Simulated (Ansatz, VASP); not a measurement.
**ZnSnP2 in VASP and in Ansatz**

```xyz
8
Lattice="-2.8252 2.8252 5.6636 2.8252 -2.8252 5.6636 2.8252 2.8252 -5.6636" Properties=species:S:1:pos:R:3 pbc="T T T"
Zn    0.0000    0.0000    0.0000
Zn    0.0000    2.8252    2.8318
P     1.2898    1.4126    1.4159
P     1.4126   -1.5354    4.2477
P     1.5354    1.4126    7.0795
P    -1.4126    1.5354    4.2477
Sn    0.0000    0.0000    5.6636
Sn    2.8252    0.0000    2.8318
```

Alike in both runs: task single point; functional PBE; k mesh 6 × 6 × 6; occupations fermi-dirac, width 0.02 eV; non-collinear spin, spin-orbit coupling.

|  | VASP | Ansatz |
| --- | --- | --- |
| version | VASP 6.6.1 | Ansatz 0.2.0 |
| potentials or method | VASP PAW PBE potentials, release 64 (Zn, P, Sn_d) | plane waves, PAW |
| plane-wave cutoff (eV) | 500 | 420 |
| valence electrons in the cell | 72 | 72 |

```csv
,VASP,Ansatz,Ansatz less VASP
pressure (GPa),2.0,2.0,-0.02
rms of the force components (eV/Å),0.025,0.035,+0.0096
```

With one functional, cell and mesh, what is left measures potentials, basis and numerics.
